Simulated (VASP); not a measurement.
# Ti (P6/mmm) in VASP: further runs

Ti is run at these levels: PBE; tasks: relaxation of shape and atoms at fixed volume, relaxation of cell and atoms.

Everything below comes from runs of VASP 6.6.1. Logs are shortened: lines on timing, memory, paths and dates and some standing lists are left out, and cuts for length are marked.

## 1. The cell of the first run

The structure is hexagonal, space group P6/mmm (No. 191). The conventional cell has a = 4.620 Å, b = 4.620 Å, c = 2.848 Å, α = 90.00°, β = 90.00°, γ = 120.00°. Ti (site symmetry 6/mmm) has 14 Ti at 2.85 to 3.02 Å within 3.8 Å. Within 3.5 Å of Ti (site symmetry -6m2) lie 11 Ti at 2.67 to 3.02 Å.

## 2. Relaxation of shape and atoms at fixed volume, PBE (volume scaled by 1.02)

INCAR reads:

```
SYSTEM = Ti
  ALGO = Fast
  EDIFF = 1E-7
  EDIFFG = -0.001
  ENCUT = 600
  GGA = PE
  IBRION = 2
  ISIF = 4
  ISMEAR = -1
  LASPH = .TRUE.
  LCHARG = .FALSE.
  LREAL = .FALSE.
  LWAVE = .FALSE.
  NELM = 100
  NSW = 80
  PREC = Accurate
  SIGMA = 0.15
```

KPOINTS reads:

```
k-points
0
G
  12 12 14
  0 0 0
```

POSCAR reads:

```
Ti
1.0
    4.6200292791      0.0000000000      0.0000000000
   -2.3100146395      4.0010627219      0.0000000000
    0.0000000000      0.0000000000      2.8483252100
Ti
3
Direct
    0.0000000000      0.0000000000      0.0000000000
    0.3333333333      0.6666666667      0.5000000000
    0.6666666667      0.3333333333      0.5000000000
```

Potentials or basis: VASP PAW PBE potentials, release 64 (Ti_sv).

The run is started by

```console
cat potpaw_PBE.64/Ti_sv/POTCAR > POTCAR
mpirun -np 1 vasp_std > vasp.out
```

OUTCAR:

```text
SYSTEM = Ti
   EDIFF = 1E-7
   EDIFFG = -0.001
   ENCUT = 600
   GGA = PE
   IBRION = 2
   ISIF = 4
   ISMEAR = -1
   LASPH = .TRUE.
   LREAL = .FALSE.
   NELM = 100
   NSW = 80
   PREC = Accurate

 ion  position               nearest neighbor table
   1  0.000  0.000  0.000-
   2  0.333  0.667  0.500-   3 2.67   3 2.67   3 2.67
   3  0.667  0.333  0.500-   2 2.67   2 2.67   2 2.67

  LATTYP: Found a hexagonal cell.
 ALAT       =     4.6200292791
 C/A-ratio  =     0.6165167011

  Lattice vectors:

 A1 = (   4.6200292791,   0.0000000000,   0.0000000000)
 A2 = (  -2.3100146395,   4.0010627219,   0.0000000000)
 A3 = (   0.0000000000,   0.0000000000,   2.8483252100)

Analysis of symmetry for initial positions (statically):
=====================================================================
 Subroutine PRICEL returns:
 Original cell was already a primitive cell.

 Routine SETGRP: Setting up the symmetry group for a
 hexagonal supercell.

 Subroutine GETGRP returns: Found 24 space group operations
 (whereof 24 operations were pure point group operations)
 out of a pool of 24 trial point group operations.

The static configuration has the point symmetry D_6h.

Analysis of symmetry for dynamics (positions and initial velocities):
=====================================================================
 Subroutine PRICEL returns:
 Original cell was already a primitive cell.

 Routine SETGRP: Setting up the symmetry group for a
 hexagonal supercell.

 Subroutine GETGRP returns: Found 24 space group operations
 (whereof 24 operations were pure point group operations)
 out of a pool of 24 trial point group operations.

The dynamic configuration has the point symmetry D_6h.

 Subroutine INISYM returns: Found 24 space group operations
 (whereof 24 operations are pure point group operations),
 and found     1 'primitive' translations

----------------------------------------------------------------------------------------

                                     Primitive cell

  volume of cell :      52.6514

  direct lattice vectors                    reciprocal lattice vectors
     4.620029279  0.000000000  0.000000000     0.216448845  0.124966799  0.000000000
    -2.310014639  4.001062722  0.000000000     0.000000000  0.249933598  0.000000000
     0.000000000  0.000000000  2.848325210     0.000000000  0.000000000  0.351083506

  length of vectors
     4.620029279  4.620029279  2.848325210     0.249933598  0.249933598  0.351083506

  position of ions in fractional coordinates (direct lattice)
     0.000000000  0.000000000  0.000000000
     0.333333333  0.666666667  0.500000000
     0.666666667  0.333333333  0.500000000

  ion indices of the primitive-cell ions
   primitive index   ion index
                 1           1
                 2           2
                 3           3

----------------------------------------------------------------------------------------

 KPOINTS: k-points

Automatic generation of k-mesh.
 Grid dimensions read from file:
 generate k-points for:   12   12   14

 Generating k-lattice:

  Cartesian coordinates                     Fractional coordinates (reciprocal lattice)
     0.018037404  0.010413900  0.000000000     0.083333333  0.000000000  0.000000000
     0.000000000  0.020827800  0.000000000     0.000000000  0.083333333  0.000000000
[... 54 lines left out ...]
   LSORBIT =      F    spin-orbit coupling
   LASPH  =      T    aspherical Exc in radial PAW
   ENCUT  =  600.0 eV  44.10 Ry    6.64 a.u.   9.23  9.23  5.69*2*pi/ulx,y,z
   NELM   =    100;   NELMIN=  2; NELMDL= -5     # of ELM steps
   EDIFF  = 0.1E-06   stopping-criterion for ELM
   LREAL  =      F    real-space projection
   EDIFFG = -.1E-02   stopping-criterion for IOM
   NSW    =     80    number of steps for IOM
   IBRION =      2    ionic relax: 0-MD 1-quasi-New 2-CG
   NFREE  =      1    steps in history (QN), initial steepest desc. (CG)
   ISIF   =      4    stress and relaxation
   ISYM   =      2    0-nonsym 1-usesym 2-fastsym
   POTIM  = 0.5000    time-step for ionic-motion
   TEBEG  =    0.0;   TEEND  =   0.0 temperature during run
   PSTRESS=    0.0 pullay stress
   NELECT =      36.0000    total number of electrons
   NUPDOWN=      -1.0000    fix difference up-down
   EMIN   =  10.00;   EMAX   =-10.00  energy-range for DOS
   EFERMI =   0.00;   METHOD = LEGACY
   ISMEAR =    -1;   SIGMA  =   0.15  broadening in eV -4-tet -1-fermi 0-gaus
   EFERMI_NEDOS =   21; number of points for ismear=-14 and -15
   IALGO  =     68    algorithm
   IMIX   =      4    mixing-type and parameters
     AMIX     =   0.40;   BMIX     =  1.00
     AMIX_MAG =   1.60;   BMIX_MAG =  1.00
  volume/ion in A,a.u.               =      17.55       118.44
  Fermi-wavevector in a.u.,A,eV,Ry     =   1.442245  2.725448 28.301088  2.080071
  Thomas-Fermi vector in A             =   2.560787
   LORBIT       =      0    0 simple, 1 ext, 2 COOP (PROOUT), +10 PAW based schemes
   GGA     = PE    functional components
   LHFCALC =     F    Hartree Fock is set to
   AEXX    =    0.0000 exact exchange contribution
   IVDW    =     0    specifies the selected vdW correction
   LEPSILON=     F    determine dielectric tensor
   LRPA    =     F    only Hartree local field effects (RPA)
 conjugate gradient relaxation of ions
 non-spin polarized calculation
 RMM-DIIS sequential band-by-band and
  energy-cutoff  :      600.00
  volume of cell :       52.65
 maximum number of plane-waves:      1782
 NGX is ok and might be reduce to    40
   NGX = 19   NGY = 19   NGZ = 11

--------------------------------------- Ionic step        1  -------------------------------------------

 number of electron      36.0000001 magnetization

 Free energy of the ion-electron system (eV)
  ---------------------------------------------------
  ext. energy  EPLUGINS =         0.00000000
  ---------------------------------------------------
  free energy    TOTEN  =       -23.63285462 eV

  energy without entropy =      -23.35819091  energy(sigma->0) =      -23.49552276

------------------------ aborting loop EDIFF was not reached (unconverged)  ----------------------------

  FORCE on cell =-STRESS in cart. coord.  units (eV):
  Direction    XX          YY          ZZ          XY          YZ          ZX
  --------------------------------------------------------------------------------------
  -------------------------------------------------------------------------------------
  Total       -0.7472449     -0.7472449     -0.7871535     -0.0000000      0.0000000     -0.0000000
  in kB      -22.7386096    -22.7386096    -23.9530245     -0.0000000      0.0000000     -0.0000000
  external PRESSURE =     -23.1434146 kB  Pullay stress =       0.0000000 kB

 VOLUME and BASIS-vectors are now :
 -----------------------------------------------------------------------------
  energy-cutoff  :      600.00
  volume of cell :       52.65
      direct lattice vectors                 reciprocal lattice vectors
     4.620029279  0.000000000  0.000000000     0.216448845  0.124966799  0.000000000
    -2.310014639  4.001062722  0.000000000     0.000000000  0.249933598  0.000000000
     0.000000000  0.000000000  2.848325210     0.000000000  0.000000000  0.351083506

 POSITION                                       TOTAL-FORCE (eV/Angst)
 -----------------------------------------------------------------------------------
      0.00000      0.00000      0.00000        -0.000000      0.000000      0.000000
     -0.00000      2.66738      1.42416         0.000000     -0.000000      0.000000
      2.31001      1.33369      1.42416        -0.000000      0.000000      0.000000
 -----------------------------------------------------------------------------------
    total drift:                               -0.000000      0.000000      0.000000

  FREE ENERGIE OF THE ION-ELECTRON SYSTEM (eV)
  ---------------------------------------------------
  free  energy   TOTEN  =       -23.6328546154 eV

  energy  without entropy=      -23.3581909136  energy(sigma->0) =      -23.49552276

--------------------------------------- Ionic step        2  -------------------------------------------

 number of electron      36.0000000 magnetization

 Free energy of the ion-electron system (eV)
  ---------------------------------------------------
  ext. energy  EPLUGINS =         0.00000000
  ---------------------------------------------------
  free energy    TOTEN  =       -23.63296131 eV

  energy without entropy =      -23.35787657  energy(sigma->0) =      -23.49541894

 E-fermi :   8.0871     XC(G=0): -11.4461

 val. band max:        8.0870068250   @ k =   0.4167   0.0833   0.1429
 cond. band min:       8.0899330554   @ k =   0.2500   0.1667   0.0000
 fundamental gap:      0.0029262304
 Fermi energy:         8.0871179932

 k-point     1 :       0.0000    0.0000    0.0000
  band No.  band energies     occupation
      1     -48.7669      2.00000
      2     -48.5530      2.00000
      3     -48.4074      2.00000
      4     -25.0699      2.00000
      5     -25.0699      2.00000
      6     -24.9967      2.00000
[... 589 lines left out ...]
     21       8.7416      0.02515
     22       9.2630      0.00079

 [... further k-points ...]

------------------------ aborting loop because EDIFF is reached ----------------------------------------

  FORCE on cell =-STRESS in cart. coord.  units (eV):
  Direction    XX          YY          ZZ          XY          YZ          ZX
  --------------------------------------------------------------------------------------
  -------------------------------------------------------------------------------------
  Total       -0.7574423     -0.7574423     -0.7594894     -0.0000000      0.0000000     -0.0000000
  in kB      -23.0489155    -23.0489155    -23.1112069     -0.0000000      0.0000000     -0.0000000
  external PRESSURE =     -23.0696793 kB  Pullay stress =       0.0000000 kB

 VOLUME and BASIS-vectors are now :
 -----------------------------------------------------------------------------
  energy-cutoff  :      600.00
  volume of cell :       52.65
      direct lattice vectors                 reciprocal lattice vectors
     4.621017815 -0.000000000 -0.000000000     0.216402542  0.124940066  0.000000000
    -2.310508907  4.001918819  0.000000000     0.000000000  0.249880131 -0.000000000
    -0.000000000  0.000000000  2.847106703     0.000000000 -0.000000000  0.351233763

 POSITION                                       TOTAL-FORCE (eV/Angst)
 -----------------------------------------------------------------------------------
      4.62102     -0.00000     -0.00000        -0.000000     -0.000000      0.000000
     -0.00000      2.66795      1.42355         0.000000     -0.000000      0.000000
      2.31051      1.33397      1.42355        -0.000000      0.000000      0.000000
 -----------------------------------------------------------------------------------
    total drift:                                0.000000      0.000000      0.000000

  FREE ENERGIE OF THE ION-ELECTRON SYSTEM (eV)
  ---------------------------------------------------
  free  energy   TOTEN  =       -23.6329613130 eV

  energy  without entropy=      -23.3578765658  energy(sigma->0) =      -23.49541894

 reached required accuracy - stopping structural energy minimisation
```

It took 10 min on 1 thread of Intel Xeon 6975P-C (Granite Rapids), shared host; peak memory 0.32 GiB.

Results:

| Item | Value |
| --- | --- |
| Free energy | -23.6330 eV |
| Energy gained by relaxing | 0.0 meV/atom |
| Ionic steps | 2 |
| Pressure after relaxing | -2.3 GPa |
| Band gap on the k mesh | zero (band 18 reaches 8.28 eV, above the bottom of band 19 at 8.06 eV) |

Step by step:
```csv
step,energy change (eV),largest force (eV/Å),pressure (GPa),volume (Å³)
1,0.0000,0.0000,-2.31,52.65
2,-0.0001,0.0000,-2.31,52.65
```

Final structure:
```yaml
crystal:
  lattice:
    - [4.62102, 0.00000, 0.00000]
    - [-2.31051, 4.00192, 0.00000]
    - [0.00000, 0.00000, 2.84711]
  atoms:
    - { symbol: Ti, position: [0.00000, 0.00000, 0.00000] }
    - { symbol: Ti, position: [0.33333, 0.66667, 0.50000] }
    - { symbol: Ti, position: [0.66667, 0.33333, 0.50000] }
```

Caveat: the cell differs from its parent crystal (volume scaled by 1.02).

(Continued in part 2 of 2.)
